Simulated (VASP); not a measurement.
# VO2 (P4_2/mnm) in VASP: notebook

Aim: see how the results for VO2 move with the level of theory and the settings. Levels: revPBE+D3(BJ), revPBE+D4. Tasks: single point.

All numbers are computed with VASP 6.6.1; they aren't measurements. Logs are shortened: lines on timing, memory, paths and dates and some standing lists are left out, and cuts for length are marked.

**1. The cell of the first run**

Symmetry: P4_2/mnm, No. 136, tetragonal system. The conventional cell has a = 4.446 Å, b = 4.446 Å, c = 3.003 Å, α = 90.00°, β = 90.00°, γ = 90.00°. V (site symmetry mmm) has 6 O at 1.88 to 1.96 Å within 2.5 Å. Within 2.6 Å of O (site symmetry m2m) lie 3 V at 1.88 to 1.96 Å and 1 O at 2.52 Å.

**2. Single point, revPBE+D3(BJ), collinear spin, ferromagnetic start**

Input file INCAR:

```
SYSTEM = VO2
PREC = Accurate
ENCUT = 600
EDIFF = 1E-6
ISMEAR = -1
SIGMA = 0.05
LREAL = .False.
LASPH = .True.
NELM = 200
ALGO = Normal
ISIF = 2
LWAVE = .False.
LCHARG = .True.
ISPIN = 2
MAGMOM = 2 2 0 0 0 0
LORBIT = 11
LMAXMIX = 4
GGA = RE
IVDW = 12
LELF = .True.
LVHAR = .True.
NBANDS = 38
GGA_COMPAT = .False.
```

Input file KPOINTS:

```
Automatic mesh
0
Gamma
  6 6 9
  0 0 0
```

Input file POSCAR:

```
VO2
1.0
    4.4462864423      0.0000000000      0.0000000000
    0.0000000000      4.4462864423      0.0000000000
    0.0000000000      0.0000000000      3.0033037399
V O
2 4
Direct
    0.5000000000      0.5000000000      0.5000000000
    0.0000000000      0.0000000000      0.0000000000
    0.2003580000      0.7996420000      0.5000000000
    0.7996420000      0.2003580000      0.5000000000
    0.7003580000      0.7003580000      0.0000000000
    0.2996420000      0.2996420000      0.0000000000
```

Potentials or basis: VASP PAW PBE potentials, release 64 (V_sv, O).

On the command line:

```
$ cat potpaw_PBE.64/V_sv/POTCAR potpaw_PBE.64/O/POTCAR > POTCAR
$ mpirun -np 1 vasp_std > vasp.out
```

OUTCAR:

```text
SYSTEM = VO2
   PREC = Accurate
   ENCUT = 600
   EDIFF = 1E-6
   ISMEAR = -1
   LREAL = .False.
   LASPH = .True.
   NELM = 200
   ISIF = 2
   ISPIN = 2
   LORBIT = 11
   GGA = RE
   IVDW = 12
 IVDW          = 12

 ion  position               nearest neighbor table
   1  0.500  0.500  0.500-   3 1.88   4 1.88   5 1.96   6 1.96   5 1.96   6 1.96
   2  0.000  0.000  0.000-   5 1.88   6 1.88   3 1.96   4 1.96   3 1.96   4 1.96
   3  0.200  0.800  0.500-   1 1.88   2 1.96   2 1.96
   4  0.800  0.200  0.500-   1 1.88   2 1.96   2 1.96
   5  0.700  0.700  0.000-   2 1.88   1 1.96   1 1.96
   6  0.300  0.300  0.000-   2 1.88   1 1.96   1 1.96

  LATTYP: Found a simple tetragonal cell.
 ALAT       =     4.4462864423
 C/A-ratio  =     0.6754633960

  Lattice vectors:

 A1 = (   4.4462864423,   0.0000000000,   0.0000000000)
 A2 = (   0.0000000000,   4.4462864423,   0.0000000000)
 A3 = (   0.0000000000,   0.0000000000,   3.0033037399)

Analysis of symmetry for initial positions (statically):
=====================================================================
 Subroutine PRICEL returns:
 Original cell was already a primitive cell.

 Routine SETGRP: Setting up the symmetry group for a
 simple tetragonal supercell.

 Subroutine GETGRP returns: Found 16 space group operations
 (whereof  8 operations were pure point group operations)
 out of a pool of 16 trial point group operations.

The static configuration has the point symmetry D_2h.
 The point group associated with its full space group is D_4h.

Analysis of symmetry for dynamics (positions and initial velocities):
=====================================================================
 Subroutine PRICEL returns:
 Original cell was already a primitive cell.

 Routine SETGRP: Setting up the symmetry group for a
 simple tetragonal supercell.

 Subroutine GETGRP returns: Found 16 space group operations
 (whereof  8 operations were pure point group operations)
 out of a pool of 16 trial point group operations.

The dynamic configuration has the point symmetry D_2h.
 The point group associated with its full space group is D_4h.

Analysis of structural, dynamic, and magnetic symmetry:
=====================================================================
 Subroutine PRICEL returns:
 Original cell was already a primitive cell.

 Routine SETGRP: Setting up the symmetry group for a
 simple tetragonal supercell.

 Subroutine GETGRP returns: Found 16 space group operations
 (whereof  8 operations were pure point group operations)
 out of a pool of 16 trial point group operations.

The overall configuration has the point symmetry D_2h.
 The point group associated with its full space group is D_4h.

 Subroutine INISYM returns: Found 16 space group operations
 (whereof  8 operations are pure point group operations),
 and found     1 'primitive' translations

----------------------------------------------------------------------------------------

                                     Primitive cell

  volume of cell :      59.3737

  direct lattice vectors                    reciprocal lattice vectors
     4.446286442  0.000000000  0.000000000     0.224906787  0.000000000  0.000000000
     0.000000000  4.446286442  0.000000000     0.000000000  0.224906787  0.000000000
     0.000000000  0.000000000  3.003303740     0.000000000  0.000000000  0.332966655

  length of vectors
     4.446286442  4.446286442  3.003303740     0.224906787  0.224906787  0.332966655

  position of ions in fractional coordinates (direct lattice)
     0.500000000  0.500000000  0.500000000
     0.000000000  0.000000000  0.000000000
     0.200358000  0.799642000  0.500000000
     0.799642000  0.200358000  0.500000000
     0.700358000  0.700358000  0.000000000
     0.299642000  0.299642000  0.000000000

  ion indices of the primitive-cell ions
   primitive index   ion index
                 1           1
                 2           2
                 3           3
                 4           4
                 5           5
                 6           6

----------------------------------------------------------------------------------------

 KPOINTS: Automatic mesh

Automatic generation of k-mesh.
 Grid dimensions read from file:
 generate k-points for:    6    6    9

 Generating k-lattice:
[... 45 lines left out ...]
   number of dos      NEDOS =    301   number of ions     NIONS =      6
   total plane-waves  NPLWV =  31104
   dimension x,y,z NGX =    36 NGY =   36 NGZ =   24
   dimension x,y,z NGXF=    72 NGYF=   72 NGZF=   48
   ions per type =               2   4
   NGX,Y,Z   is equivalent  to a cutoff of  13.46, 13.46, 13.29 a.u.
   NGXF,Y,Z  is equivalent  to a cutoff of  26.92, 26.92, 26.57 a.u.
 SYSTEM =  VO2
   PREC   = accura    normal or accurate (medium, high low for compatibility)
   ISTART =      0    job   : 0-new  1-cont  2-samecut
   ICHARG =      2    charge: 1-file 2-atom 10-const
   ISPIN  =      2    spin polarized calculation?
   LNONCOLLINEAR =      F non collinear calculations
   LSORBIT =      F    spin-orbit coupling
   LASPH  =      T    aspherical Exc in radial PAW
   ENCUT  =  600.0 eV  44.10 Ry    6.64 a.u.   8.88  8.88  6.00*2*pi/ulx,y,z
   NELM   =    200;   NELMIN=  2; NELMDL= -5     # of ELM steps
   EDIFF  = 0.1E-05   stopping-criterion for ELM
   LREAL  =      F    real-space projection
   EDIFFG = 0.1E-04   stopping-criterion for IOM
   NSW    =      0    number of steps for IOM
   IBRION =     -1    ionic relax: 0-MD 1-quasi-New 2-CG
   NFREE  =      0    steps in history (QN), initial steepest desc. (CG)
   ISIF   =      2    stress and relaxation
   ISYM   =      2    0-nonsym 1-usesym 2-fastsym
   POTIM  = 0.5000    time-step for ionic-motion
   TEBEG  =    0.0;   TEEND  =   0.0 temperature during run
   PSTRESS=    0.0 pullay stress
   NELECT =      50.0000    total number of electrons
   NUPDOWN=      -1.0000    fix difference up-down
   EMIN   =  10.00;   EMAX   =-10.00  energy-range for DOS
   EFERMI =   0.00;   METHOD = LEGACY
   ISMEAR =    -1;   SIGMA  =   0.05  broadening in eV -4-tet -1-fermi 0-gaus
   EFERMI_NEDOS =   21; number of points for ismear=-14 and -15
   IALGO  =     38    algorithm
   IMIX   =      4    mixing-type and parameters
     AMIX     =   0.40;   BMIX     =  1.00
     AMIX_MAG =   1.60;   BMIX_MAG =  1.00
  volume/ion in A,a.u.               =       9.90        66.78
  Fermi-wavevector in a.u.,A,eV,Ry     =   1.545967  2.921453 32.518100  2.390013
  Thomas-Fermi vector in A             =   2.651270
   LORBIT       =     11    0 simple, 1 ext, 2 COOP (PROOUT), +10 PAW based schemes
   GGA     = RE    functional components
   LHFCALC =     F    Hartree Fock is set to
   AEXX    =    0.0000 exact exchange contribution
   IVDW    =    12    specifies the selected vdW correction
   LEPSILON=     F    determine dielectric tensor
   LRPA    =     F    only Hartree local field effects (RPA)
 spin polarized calculation
  energy-cutoff  :      600.00
  volume of cell :       59.37
 maximum number of plane-waves:      2012
 NGX is ok and might be reduce to    36
   NGX = 17   NGY = 17   NGZ = 11

 number of electron      50.0000011 magnetization       1.9999073

 Free energy of the ion-electron system (eV)
  ---------------------------------------------------
  ext. energy  EPLUGINS =         0.00000000
  ---------------------------------------------------
  free energy    TOTEN  =       -49.49634357 eV

  energy without entropy =      -49.45502463  energy(sigma->0) =      -49.47568410

 E-fermi :   6.2915     XC(G=0): -11.5733

 val. band max:        6.2836094060   @ k =   0.5000   0.5000   0.3333
 cond. band min:       6.2985017225   @ k =   0.1667   0.0000   0.4444
 fundamental gap:      0.0148923165
 Fermi energy:         6.2914743967

 spin component 1

 k-point     1 :       0.0000    0.0000    0.0000
  band No.  band energies     occupation
      1     -59.8285      1.00000
      2     -59.8180      1.00000
      3     -33.6240      1.00000
      4     -33.6240      1.00000
      5     -33.5537      1.00000
      6     -33.5294      1.00000
[... 949 lines left out ...]
     36      16.5996      0.00000
     37      19.6345      0.00000

 [... further k-points ...]

 spin component 2

 k-point     1 :       0.0000    0.0000    0.0000
  band No.  band energies     occupation
      1     -58.6858      1.00000
      2     -58.6746      1.00000
      3     -32.5590      1.00000
      4     -32.5590      1.00000
      5     -32.4010      1.00000
      6     -32.3740      1.00000
[... 949 lines left out ...]
     36      16.7420      0.00000
     37      19.9969      0.00000

 [... further k-points ...]

 [bands above 37 left out]

------------------------ aborting loop because EDIFF is reached ----------------------------------------

 Edisp (eV)   -2.80319

 E8    (eV) :    -1.8472

  FORCE on cell =-STRESS in cart. coord.  units (eV):
  Direction    XX          YY          ZZ          XY          YZ          ZX
  --------------------------------------------------------------------------------------
  -------------------------------------------------------------------------------------
  Total       1.08474     1.08474    -5.72778     0.00000     0.00000     0.00000
  in kB      29.27139    29.27139  -154.56205     0.00000     0.00000     0.00000
  external pressure =      -32.01 kB  Pullay stress =        0.00 kB

 VOLUME and BASIS-vectors are now :
 -----------------------------------------------------------------------------
  energy-cutoff  :      600.00
  volume of cell :       59.37
      direct lattice vectors                 reciprocal lattice vectors
     4.446286442  0.000000000  0.000000000     0.224906787  0.000000000  0.000000000
     0.000000000  4.446286442  0.000000000     0.000000000  0.224906787  0.000000000
     0.000000000  0.000000000  3.003303740     0.000000000  0.000000000  0.332966655

 POSITION                                       TOTAL-FORCE (eV/Angst)
 -----------------------------------------------------------------------------------
      2.22314      2.22314      1.50165         0.000000      0.000000      0.000000
      0.00000      0.00000      0.00000         0.000000      0.000000      0.000000
      0.89085      3.55544      1.50165        -0.140223      0.140223      0.000000
      3.55544      0.89085      1.50165         0.140223     -0.140223      0.000000
      3.11399      3.11399      0.00000        -0.140223     -0.140223      0.000000
      1.33229      1.33229      0.00000         0.140223      0.140223      0.000000
 -----------------------------------------------------------------------------------
    total drift:                                0.000000      0.000000      0.000000

  FREE ENERGIE OF THE ION-ELECTRON SYSTEM (eV)
  ---------------------------------------------------
  free  energy   TOTEN  =       -52.2995337068 eV

  energy  without entropy=      -52.2582147676  energy(sigma->0) =      -52.27887424

 total charge

# of ion       s       p       d       tot
------------------------------------------
    1        2.279   6.325   2.878  11.481
    2        2.279   6.325   2.878  11.481
    3        1.573   3.485   0.000   5.059
    4        1.573   3.485   0.000   5.059
    5        1.573   3.485   0.000   5.059
    6        1.573   3.485   0.000   5.059
--------------------------------------------------
tot         10.851  26.592   5.755  43.198

 magnetization (x)

# of ion       s       p       d       tot
------------------------------------------
    1        0.016   0.013   1.051   1.080
    2        0.016   0.013   1.051   1.080
    3       -0.002  -0.064   0.000  -0.066
    4       -0.002  -0.064   0.000  -0.066
    5       -0.002  -0.064   0.000  -0.066
    6       -0.002  -0.064   0.000  -0.066
--------------------------------------------------
tot          0.024  -0.232   2.103   1.894
```

It took 93 s on 1 thread of Intel Xeon 6975P-C (Granite Rapids), shared host; peak memory 0.33 GiB.

Results:

```
Free energy                                           : -52.2995 eV
Pressure                                              : -3.2 GPa
Largest force                                         : 0.198 eV/Å
Band gap on the k mesh                                : zero (filled and empty bands overlap)
Net moment                                            : 2.00 μB per cell
Site moments                                          : V +1.08; O -0.07 μB
Valence electrons inside the program's atomic spheres : V 11.48; O 5.06
Dispersion energy per atom                            : -0.467 eV
```

Forces in eV/Å, atoms in the order of the input:
```
V    0.000  0.000  0.000
V    0.000  0.000  0.000
O   -0.140  0.140  0.000
O    0.140 -0.140  0.000
O   -0.140 -0.140  0.000
O    0.140  0.140  0.000
```

Stress tensor (GPa, compression positive):
```
  2.93   0.00   0.00
  0.00   2.93   0.00
  0.00   0.00 -15.46
```

Caveat: the cell stands under tension; the PAW data sets were made with another functional, which shifts forces and pressure a little; semilocal functionals often make such compounds metallic where correlation or magnetic order opens a gap, which also shifts bond lengths. With open d or f shells a metallic result of revPBE can be an artefact of self-interaction; +U or a hybrid may open a gap.

**3. Single point, revPBE+D4, collinear spin, ferromagnetic start**

This run uses another cell than the first one, of 9.71 Å³/atom.

Input file INCAR:

```
PREC = Accurate
ENCUT = 600
EDIFF = 1E-6
ISMEAR = -1
SIGMA = 0.05
LREAL = False
LASPH = True
NELM = 200
ALGO = Normal
ISIF = 2
LWAVE = False
LCHARG = False
ISPIN = 2
MAGMOM = 2 2 0 0 0 0
LORBIT = 11
LMAXMIX = 4
GGA = RE
IVDW = 13
NBANDS = 38
GGA_COMPAT = False
```

Input file KPOINTS:

```
regular mesh
0
Gamma
  6 6 9
```

Input file POSCAR:

```
VO2
1.0
    4.5407039537      0.0000000000      0.0000000000
    0.0000000000      4.5407039537      0.0000000000
    0.0000000000      0.0000000000      2.8249214610
V O
2 4
Direct
    0.5000000000      0.5000000000      0.5000000000
    0.0000000000      0.0000000000      0.0000000000
    0.2008466609      0.7991533391      0.5000000000
    0.7991533391      0.2008466609      0.5000000000
    0.7008466609      0.7008466609      0.0000000000
    0.2991533391      0.2991533391      0.0000000000
```

Potentials or basis: VASP PAW PBE potentials, release 64 (V_sv, O).

On the command line:

```
$ cat potpaw_PBE.64/V_sv/POTCAR potpaw_PBE.64/O/POTCAR > POTCAR
$ mpirun -np 1 vasp_std > vasp.out
```

It took 5.4 min on 1 thread of Intel Xeon Platinum 8375C at 2.90GHz (Ice Lake), shared host; peak memory 0.32 GiB.

The run converged. Its results:

- Free energy: -52.4150 eV
- Pressure: 0.7 GPa
- Largest force: 0.027 eV/Å
- Band gap on the k mesh: zero (filled and empty bands overlap)
- Net moment: 2.00 μB per cell
- Site moments: V +1.05; O -0.06 μB
- Valence electrons inside the program's atomic spheres: V 11.56; O 5.07
- Dispersion energy per atom: -0.460 eV

Forces on the atoms (eV/Å):
```
V    0.000  0.000  0.000
V    0.000  0.000  0.000
O    0.019 -0.019  0.000
O   -0.019  0.019  0.000
O    0.019  0.019  0.000
O   -0.019 -0.019  0.000
```

Stress tensor (GPa, compression positive):
```
0.59 0.00 0.00
0.00 0.59 0.00
0.00 0.00 0.90
```

Levels at points of the mesh, in eV from the Fermi level:
Spin up:
```
           k point  band 22  band 23  band 24  band 25  band 26  band 27  band 28  band 29  band 30  band 31
(0.00, 0.00, 0.00)    -1.95    -1.95    -1.50    -1.04    -0.80    -0.34    -0.34    -0.27     1.90     1.97
(0.50, 0.00, 0.00)    -3.25    -2.21    -2.21    -0.33    -0.33     0.32     0.32     1.01     1.01     3.77
(0.50, 0.50, 0.00)    -2.80    -2.75    -2.75    -1.02    -1.02    -0.32    -0.32     1.42     1.42     3.40
```
Spin down:
```
           k point  band 22  band 23  band 24  band 25  band 26  band 27
(0.00, 0.00, 0.00)    -2.05    -2.05    -1.52     0.22     0.27     0.84
(0.50, 0.00, 0.00)    -3.15    -2.30    -2.30     0.83     0.83     1.56
(0.50, 0.50, 0.00)    -2.85    -2.81    -2.81     0.17     0.17     1.00
```

Caveat: the PAW data sets were made with another functional, which shifts forces and pressure a little; semilocal functionals often make such compounds metallic where correlation or magnetic order opens a gap, which also shifts bond lengths. With open d or f shells a metallic result of revPBE can be an artefact of self-interaction; +U or a hybrid may open a gap.
